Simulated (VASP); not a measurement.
A run of VASP 6.6.1 is set up as follows.

The input INCAR:

```
PREC = Accurate
ENCUT = 520
EDIFF = 1E-7
ISMEAR = 0
SIGMA = 0.1
LREAL = F
LASPH = T
NELM = 80
ALGO = Normal
ISIF = 2
LWAVE = F
LCHARG = F
LDIPOL = T
IDIPOL = 3
DIPOL = 0.5 0.5 0.500
GGA = PE
NBANDS = 19
```

Contents of KPOINTS:

```
regular mesh
0
Gamma
  3 3 1
```

Contents of POSCAR:

```
PtBr2
1.0
    6.0751420000      0.0000000000      0.0000000000
   -3.0375710000      5.2612280000      0.0000000000
    0.0000000000      0.0000000000     14.0000000000
Pt Br
1 2
Direct
    0.0000000000      0.0000000000      0.5000000000
    0.3333333300      0.6666666700      0.5000000000
    0.6666666700      0.3333333300      0.5000000000
```

Potentials or basis: VASP PAW PBE potentials, release 64 (Pt, Br).

Launch:

```console
$ cat potpaw_PBE.64/Pt/POTCAR potpaw_PBE.64/Br/POTCAR > POTCAR
$ mpirun -np 1 vasp_std > vasp.out
```

(1) Predict the band gap on the k mesh.

Results:

(1) zero (filled and empty bands touch).

Caveat: the k points lie up to 0.40 Å⁻¹ apart; spin-orbit coupling is left out, which moves the levels of the heavy elements.
